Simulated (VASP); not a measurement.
BaTe:

```
Ba Te
1.0
     4.24482    0.00000    0.00000
     0.00000    4.24482    0.00000
     0.00000    0.00000    4.24482
Ba Te
1 1
Direct
  0.00000 0.00000 0.00000
  0.50000 0.50000 0.50000
```

Base run:

- Program: VASP 6.6.1
- Functional: r2SCAN
- Potentials or basis: VASP PAW PBE potentials, release 64 (Ba_sv, Te)
- Cutoff: 520 eV
- k mesh: 4 × 4 × 4
- Occupations: gaussian, width 0.01 eV
- Spin: no spin polarisation

Its results: band gap on the k mesh 1.09 eV (least direct gap 1.37 eV); pressure 0.6 GPa.

Task: After a change of settings the same cell gave: band gap on the k mesh 1.84 eV (least direct gap 2.06 eV); pressure -0.5 GPa. Which change was it?
A. functional from r2SCAN to HSE06
B. functional from r2SCAN to PBE-based screened hybrid with 50 % exact exchange
C. functional from r2SCAN to PBE-based screened hybrid with 10 % exact exchange

Result: B.

Caveats: the PAW data sets were made with another functional, which shifts forces and pressure a little; spin-orbit coupling is left out, which moves the levels of the heavy elements.
